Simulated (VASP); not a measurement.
Input of a VASP 6.6.1 run:

INCAR

```
ALGO = Normal ; EDIFF = 1E-7
ENCUT = 520 ; GGA = PS
ISIF = 2 ; ISMEAR = 1
ISPIN = 2 ; LASPH = True
LCHARG = False ; LMAXMIX = 4
LORBIT = 11 ; LREAL = False
LWAVE = False ; MAGMOM = 0.09 0.72
NBANDS = 18 ; NELM = 150
NUPDOWN = 0.9 ; PREC = Accurate
SIGMA = 0.05
```

KPOINTS

```
k-points
0
Gamma
  5 5 4
```

Contents of POSCAR:

```
AlNi
1.0
    1.9386940000     -1.9531901500      0.0000000000
    1.9386940000      1.9531901500      0.0000000000
    0.0000000000      0.0000000000      3.0994300400
Al Ni
1 1
Direct
    0.0000000000      0.0000000000      0.0000000000
    0.5000000000      0.5000000000      0.5000000000
```

Potentials or basis: VASP PAW PBE potentials, release 64 (Al, Ni).

The run is started by

```bash
$ cat potpaw_PBE.64/Al/POTCAR potpaw_PBE.64/Ni/POTCAR > POTCAR
$ mpirun -np 1 vasp_std > vasp.out
```

Estimate the pressure.

3.5 GPa.

Stress tensor (GPa, compression positive):
```
6.12 0.00 0.00
0.00 4.17 0.00
0.00 0.00 0.27
```

Caveat: the k points lie up to 0.51 Å⁻¹ apart; the PAW data sets were made with another functional, which shifts forces and pressure a little; the total moment is fixed, so each spin has its own Fermi level.
